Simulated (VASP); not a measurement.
A run of VASP 6.6.1:

Contents of INCAR:

```
SYSTEM = MnI3
PREC     = Accurate       ! precision mode
ENCUT    = 520            ! plane-wave cutoff, eV
EDIFF    = 1E-7           ! SCF threshold, eV
ISMEAR   = 0              ! smearing method
SIGMA    = 0.05           ! smearing width, eV
LREAL    = .False.        ! projectors in reciprocal space
LASPH    = .True.         ! aspherical terms in the spheres
NELM     = 150            ! most SCF steps
ALGO     = Normal         ! electronic algorithm
ISIF     = 2              ! what is computed and relaxed
LWAVE    = .False.        ! write WAVECAR
LCHARG   = .False.        ! write CHGCAR
ISPIN    = 2              ! spin polarisation
MAGMOM   = 4 0 0 0        ! initial moments
LORBIT   = 11             ! projections on sites
LMAXMIX  = 4              ! l up to which the mixer works
LDAU     = .True.         ! DFT+U
LDAUTYPE = 2            
LDAUL    = 2 -1           ! shell
LDAUU    = 3.9 0          ! U, eV
LDAUJ    = 0 0          
LDAUPRINT= 1            
GGA      = PE             ! functional
NBANDS   = 29             ! bands
```

Contents of KPOINTS:

```
Automatic mesh
0
Gamma
  6 6 6
  0 0 0
```

Contents of POSCAR:

```
MnI3
1.0
    5.7493017988      0.0000000000      0.0000000000
    0.0000000000      5.7493017988      0.0000000000
    0.0000000000      0.0000000000      5.7493017988
Mn I
1 3
Direct
    0.0000000000      0.0000000000      0.0000000000
    0.5000000000      0.0000000000      0.0000000000
    0.0000000000      0.0000000000      0.5000000000
    0.0000000000      0.5000000000      0.0000000000
```

Potentials or basis: VASP PAW PBE potentials, release 64 (Mn_pv, I).

Launch:

```console
$ cat potpaw_PBE.64/Mn_pv/POTCAR potpaw_PBE.64/I/POTCAR > POTCAR
$ mpirun -np 1 vasp_std > vasp.out
```

Hardware: 1 thread of Intel Xeon 8259CL, with other jobs on the host.

Problem. Estimate the wall time of this run.

Solution. It took 5.1 min on 1 thread of Intel Xeon 8259CL, with other jobs on the host, peak memory 0.5 GiB. Counts: scf iterations 20, k points 20.
